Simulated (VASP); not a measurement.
Wanted: the native input for a VASP 6.6.1 run.

```
Task                   : single point
Functional             : PBEsol
Potentials or basis    : VASP PAW PBE potentials, release 64 (Na_pv)
Cutoff                 : 520 eV
k mesh                 : 7 × 7 × 2
Occupations            : fermi-dirac, width 0.05 eV
Spin                   : no spin polarisation
Dipole correction      : no
Further INCAR settings : ALGO = Normal; EDIFF = 1e-06; NBANDS = 22
```

The structure of Na lies in POSCAR:

```
Na
1.0
    3.7003831212      0.0000000000      0.0000000000
   -1.8501915606      3.2046257867      0.0000000000
    0.0000000000      0.0000000000     13.0388144016
Na
4
Direct
    0.6666666667      0.3333333333      0.7500000000
    0.0000000000      0.0000000000      0.5000000000
    0.3333333333      0.6666666667      0.2500000000
    0.0000000000      0.0000000000      0.0000000000
```

These files were run (other wordings do the same):

INCAR

```
PREC = Accurate
ENCUT = 520
EDIFF = 1E-6
ISMEAR = -1
SIGMA = 0.05
LREAL = False
LASPH = True
NELM = 60
ALGO = Normal
ISIF = 2
LWAVE = False
LCHARG = True
GGA = PS
LELF = True
LVHAR = True
NBANDS = 22
```

KPOINTS

```
regular mesh
0
Gamma
  7 7 2
```

Potentials or basis: VASP PAW PBE potentials, release 64 (Na_pv).

Run with:

```console
$ cat potpaw_PBE.64/Na_pv/POTCAR > POTCAR
$ mpirun -np 1 vasp_std > vasp.out
```

It gave:

- Pressure: -0.4 GPa
- Band gap on the k mesh: zero (band 14 reaches 1.40 eV, above the bottom of band 15 at -2.10 eV)

Caveat: the PAW data sets were made with another functional, which shifts forces and pressure a little.

It took 37 s on 1 thread of Intel(R) Xeon(R) Platinum 8488C (Sapphire Rapids) (shared host), peak memory 0.26 GiB.
